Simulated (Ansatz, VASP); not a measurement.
**AlN in VASP and in Ansatz**

```
Al N
1.0
     3.17405    0.00000    0.00000
    -1.58703    2.74881    0.00000
     0.00000    0.00000    5.07869
Al N
2 2
Direct
  0.66667 0.33333 0.50000
  0.33333 0.66667 0.00000
  0.66667 0.33333 0.88000
  0.33333 0.66667 0.38000
```

Alike in both runs: task single point; functional RPBE; dispersion D4; k mesh 10 × 10 × 6; occupations fermi-dirac, width 0.05 eV; no spin polarisation.

|  | VASP | Ansatz |
| --- | --- | --- |
| version | VASP 6.6.1 | Ansatz 0.2.0 |
| potentials or method | VASP PAW PBE potentials, release 64 (Al, N) | Ansatz PAW |
| plane-wave cutoff (eV) | 520 | 420 |
| valence electrons in the cell | 16 | 16 |

|  | VASP | Ansatz | Ansatz less VASP |
| --- | --- | --- | --- |
| gap on the k mesh at the Fermi level (eV) | 3.77 | 3.75 | -0.019 |
| least direct gap on the mesh (eV) | 3.77 | 3.75 | -0.019 |
| pressure (GPa) | -13.8 | -13.1 | +0.62 |
| traceless stress, the component that is largest in VASP (GPa) | 1.33 | 1.28 | -0.046 |
| rms of the force components (eV/Å) | 0.049 | 0.051 | +0.0020 |

VASP's potentials were made for PBE, not for RPBE. Atom by atom the forces differ by 0.002 eV/Å (rms over components).
